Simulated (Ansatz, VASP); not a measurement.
**One calculation of TiC3, two programs**

```xyz
4
Lattice="3.0275 0.0000 0.0000 -1.5137 2.6219 0.0000 0.0000 0.0000 4.2661" Properties=species:S:1:pos:R:3 pbc="T T T"
Ti    1.5137    0.8740    0.0000
C     1.5137    0.8740    2.1331
C     0.0000    1.7479    1.3665
C     0.0000    1.7479    2.8997
```

Change from the starting cell: species swapped into the GaAg3 type (P-6m2, No. 187).

Alike in both runs: task single point; functional PBE; k mesh 6 × 6 × 4; occupations gaussian, width 0.1 eV; collinear spin.

```csv
,VASP,Ansatz
version,VASP 6.6.1,Ansatz 0.2.0
potentials or method,"VASP PAW PBE potentials, release 64 (Ti_sv, C), cutoff 520 eV","scalar-relativistic, plane waves, PAW"
valence electrons in the cell,24,24
```

```tsv
	VASP	Ansatz	Ansatz less VASP
gap on the k mesh at the Fermi level (eV)	none	none	-
pressure (GPa)	0.2	-0.1	-0.32
traceless stress, the component that is largest in VASP (GPa)	0.50	0.12	-0.379
rms of the force components (eV/Å)	0.017	0.002	-0.0143
net moment per atom (μB)	0.00	0.00	0.000
```

Atom by atom the forces differ by 0.014 eV/Å (rms over components). A gap of «none» marks a metal or a gap that the smearing closes. The functional is the same, so the differences come from potentials, cutoffs and numerics. Ansatz's warnings: seeded moment not kept.

The k mesh is coarse, so the values compare programs but aren't converged.
